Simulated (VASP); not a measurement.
NaZr3: single point with PBE

The system is NaZr3.

```
CELL_PARAMETERS angstrom
-1.98367 1.98367 4.43105
1.98367 -1.98367 4.43105
1.98367 1.98367 -4.43105
ATOMIC_POSITIONS crystal
Na 0.00000 0.00000 0.00000
Zr 0.50000 0.50000 0.00000
Zr 0.25000 0.75000 0.50000
Zr 0.75000 0.25000 0.50000
```

- Program: VASP 6.6.1
- Task: single point
- Functional: PBE
- Potentials or basis: VASP PAW PBE potentials, release 64 (Na_pv, Zr_sv)
- Cutoff: 520 eV
- k mesh: 6 × 6 × 6
- Occupations: gaussian, width 0.1 eV
- Spin: no spin polarisation
- Dipole correction: no
- Further INCAR settings: ALGO = Normal; EDIFF = 1e-07; NBANDS = 30

| Quantity | Value |
| --- | --- |
| Pressure | 32.2 GPa |
| Band gap on the k mesh | zero (an odd number of electrons rules out a gap without spin polarisation) |

Stress tensor (GPa, compression positive):
```
35.02  0.00  0.00
 0.00 35.02  0.00
 0.00  0.00 26.44
```

Levels at points of the mesh, in eV from the Fermi level:
```csv
k point,band 18,band 19,band 20,band 21,band 22,band 23,band 24,band 25,band 26,band 27
"(0.00, 0.00, 0.00)",-2.96,-1.97,-0.62,-0.46,-0.46,0.70,0.70,2.54,2.94,3.14
"(0.50, 0.00, 0.00)",-1.73,-1.19,-0.92,-0.22,0.03,0.81,1.04,1.33,1.41,2.88
"(0.50, 0.50, 0.00)",-1.46,-1.16,-0.69,-0.28,0.41,0.42,2.03,2.16,2.36,2.62
"(0.50, 0.50, 0.50)",-2.75,-2.23,-2.02,-2.02,-1.61,0.77,1.62,2.85,3.91,3.91
```

Run time: 81 s on 1 thread of Intel(R) Xeon(R) Platinum 8259CL CPU @ 2.50GHz (Skylake/Cascade Lake), with other jobs on the host, peak memory 0.26 GiB.

Caveat: the cell stands under pressure.
